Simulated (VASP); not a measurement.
# Be2CdO3 (P3m1) in VASP: further runs, part 2 of 2

VASP 6.6.1.

**4. Relaxation of cell and atoms, PBE**

This run uses another cell than the first one, of 10.40 Å³/atom.

INCAR reads:

```
SYSTEM = Be2CdO3
ALGO = Normal
EDIFF = 1E-7
EDIFFG = -0.08
ENCUT = 600
GGA = PE
GGA_COMPAT = .FALSE.
IBRION = 2
ISIF = 3
ISMEAR = 0
LASPH = .TRUE.
LCHARG = .FALSE.
LREAL = .FALSE.
LWAVE = .FALSE.
NELM = 120
NELMIN = 4
NSW = 36
PREC = Accurate
SIGMA = 0.15
```

KPOINTS reads:

```
k-points
0
G
  5 5 2
  0 0 0
```

POSCAR reads:

```
Be2CdO3
1.0
    2.9500000000      0.0000000000      0.0000000000
   -1.4750000000      2.5547749400      0.0000000000
    0.0000000000      0.0000000000      8.2800000000
Be Cd O
2 1 3
Direct
    0.6666666700      0.3333333300      0.6500000000
    0.3333333300      0.6666666700      0.3550000000
    0.0000000000      0.0000000000      0.0000000000
    0.6666666700      0.3333333300      0.8500000000
    0.3333333300      0.6666666700      0.5600000000
    0.0000000000      0.0000000000      0.2600000000
```

Potentials or basis: VASP PAW PBE potentials, release 64 (Be, Cd, O).

The run is started by

```console
cat potpaw_PBE.64/Be/POTCAR potpaw_PBE.64/Cd/POTCAR potpaw_PBE.64/O/POTCAR > POTCAR
mpirun -np 1 vasp_std > vasp.out
```

OUTCAR:

```text
SYSTEM = Be2CdO3
   EDIFF = 1E-7
   EDIFFG = -0.08
   ENCUT = 600
   GGA = PE
   IBRION = 2
   ISIF = 3
   ISMEAR = 0
   LASPH = .TRUE.
   LREAL = .FALSE.
   NELM = 120
   NELMIN = 4
   NSW = 36
   PREC = Accurate

 ion  position               nearest neighbor table
   1  0.667  0.333  0.650-   4 1.66   5 1.86   5 1.86   5 1.86
   2  0.333  0.667  0.355-   5 1.70   6 1.88   6 1.88   6 1.88
   3  0.000  0.000  0.000-   4 2.11   4 2.11   4 2.11   6 2.15
   4  0.667  0.333  0.850-   1 1.66   3 2.11   3 2.11   3 2.11
   5  0.333  0.667  0.560-   2 1.70   1 1.86   1 1.86   1 1.86
   6  0.000  0.000  0.260-   2 1.88   2 1.88   2 1.88   3 2.15

  LATTYP: Found a hexagonal cell.
[... 184 lines left out ...]
  --------------------------------------------------------------------------------------
  -------------------------------------------------------------------------------------
  Total        0.4907511      0.4907511     -8.2758163     -0.0000000      0.0000000      0.0000000
  in kB       12.5998931     12.5998931   -212.4791999     -0.0000000      0.0000000      0.0000000
  external PRESSURE =     -62.4264712 kB  Pullay stress =       0.0000000 kB
[... 267 lines left out ...]
--------------------------------------- Ionic step        8  -------------------------------------------

 number of electron      33.9999998 magnetization

 Free energy of the ion-electron system (eV)
  ---------------------------------------------------
  ext. energy  EPLUGINS =         0.00000000
  ---------------------------------------------------
  free energy    TOTEN  =       -34.32157374 eV

  energy without entropy =      -34.32154925  energy(sigma->0) =      -34.32156150

 E-fermi :   3.3654     XC(G=0): -10.9856

 val. band max:        2.9970782058   @ k =   0.0000   0.0000   0.0000
 cond. band min:       3.7001631665   @ k =   0.0000   0.0000   0.0000
 fundamental gap:      0.7030849607
 Fermi energy:         3.3654045314

 k-point     1 :       0.0000    0.0000    0.0000
  band No.  band energies     occupation
      1     -15.7644      2.00000
      2     -14.9061      2.00000
      3     -14.3729      2.00000
      4      -5.7470      2.00000
      5      -5.1266      2.00000
      6      -5.1266      2.00000
[... 262 lines left out ...]
  FREE ENERGIE OF THE ION-ELECTRON SYSTEM (eV)
  ---------------------------------------------------
  free  energy   TOTEN  =       -34.3215737389 eV

  energy  without entropy=      -34.3215492516  energy(sigma->0) =      -34.32156150

 reached required accuracy - stopping structural energy minimisation
```

Wall time 2.2 min (1 thread of Intel Xeon 8259CL, shared host); peak memory 0.21 GiB.

What came out:

```
Free energy                           : -34.3216 eV
Relaxed volume                        : 9.75 Å³/atom
Relaxed cell                          : a = 2.949 Å, b = 2.949 Å, c = 7.772 Å, α = 90.00°, β = 90.00°, γ = 120.00°
Space group after relaxing (to 0.1 Å) : P3m1 (No. 156)
Energy gained by relaxing             : 123.2 meV/atom
Ionic steps                           : 8
Pressure after relaxing               : -0.1 GPa
Largest force after relaxing          : 0.042 eV/Å
Band gap on the k mesh                : 0.70 eV
```

Forces on the atoms (eV/Å):
```
Be   0.000  0.000  0.019
Be   0.000  0.000 -0.005
Cd   0.000  0.000 -0.002
O    0.000  0.000 -0.028
O    0.000  0.000  0.042
O    0.000  0.000 -0.026
```

Stress tensor (GPa, compression positive):
```
-0.32  0.00  0.00
 0.00 -0.32  0.00
 0.00  0.00  0.23
```

The path:
```tsv
step	energy change (eV)	largest force (eV/Å)	pressure (GPa)	volume (Å³)
1	0.0000	2.7040	-6.24	62.40
2	-0.4957	2.8430	1.70	58.71
3	-0.5437	1.9854	-0.88	59.54
4	-0.7245	0.6567	1.82	58.13
5	-0.7251	0.5768	1.60	58.22
6	-0.7355	0.2270	-1.17	58.82
7	-0.7373	0.1945	-0.43	58.65
8	-0.7392	0.0423	-0.13	58.52
```

Final structure:
```
Be Cd O
1.0
     2.94853    0.00000    0.00000
    -1.47427    2.55351    0.00000
     0.00000    0.00000    7.77234
Be Cd O
2 1 3
Direct
  0.66667 0.33333 0.63364
  0.33333 0.66667 0.35497
  0.00000 0.00000 0.00489
  0.66667 0.33333 0.83594
  0.33333 0.66667 0.55984
  0.00000 0.00000 0.28572
```

Caveat: the k points lie up to 0.49 Å⁻¹ apart in the final cell; the relaxation stopped at a loose force limit of 0.08 eV/Å, so its end isn't a converged minimum.

**5. Summary**

| task | cell | k mesh | smearing | gap on the mesh (eV) | pressure (GPa) | largest force (eV/Å) |
| --- | --- | --- | --- | --- | --- | --- |
| single point | a = 2.942, b = 2.942, c = 7.765 Å, angles 90.0, 90.0, 120.0°, 6 atoms, atomic positions A | 5 × 5 × 2 | gaussian 0.15 eV | 0.73 | 0.8 | 0.19 |
| single point | a = 2.942, b = 2.942, c = 7.765 Å, angles 90.0, 90.0, 120.0°, 6 atoms, atomic positions A | 6 × 6 × 2 | gaussian 0.1 eV | 0.74 | 0.8 | 0.20 |
| relaxation of cell and atoms | relaxed from a = 2.950, b = 2.950, c = 8.280 Å, angles 90.0, 90.0, 120.0°, 6 atoms, atomic positions B | 5 × 5 × 2 | gaussian 0.15 eV | 0.70 | -0.1 | 0.04 |

Alike in all rows: level PBE; potentials or basis VASP PAW PBE potentials, release 64 (Be, Cd, O); no spin polarisation; cutoff (eV) 600.

Caveats: some runs use coarse meshes; the relaxation stopped at a loose force limit of 0.08 eV/Å, so its end isn't a converged minimum (at least some runs).

Absolute energies hang on the potentials; compare differences alone.
